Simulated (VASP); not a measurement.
The system is Tc3Pd.

```
Tc Pd
1.0
     2.75196    0.00000    0.00000
    -1.37598    2.38327    0.00000
     0.00000    0.00000    8.96452
Tc Pd
3 1
Cartesian
  0.0000 0.0000 0.0000
  0.0000 1.5888 6.7749
  0.0000 1.5888 2.1896
  0.0000 0.0000 4.4823
```

Base run:

| Item | Value |
| --- | --- |
| Program | VASP 6.6.1 |
| Functional | PBEsol |
| Potentials or basis | VASP PAW PBE potentials, release 64 (Tc_pv, Pd) |
| Cutoff | 520 eV |
| k mesh | 12 × 12 × 4 |
| Occupations | methfessel-paxton, width 0.01 eV |
| Spin | no spin polarisation |

Its results: pressure -12.1 GPa; largest force 0.104 eV/Å.

Question: The run is repeated on the same cell with these changes: functional from PBEsol to r2SCAN. What comes out?

Answer: Pressure -6.9 GPa; largest force 0.119 eV/Å.

Caveats: the PAW data sets were made with another functional, which shifts forces and pressure a little.
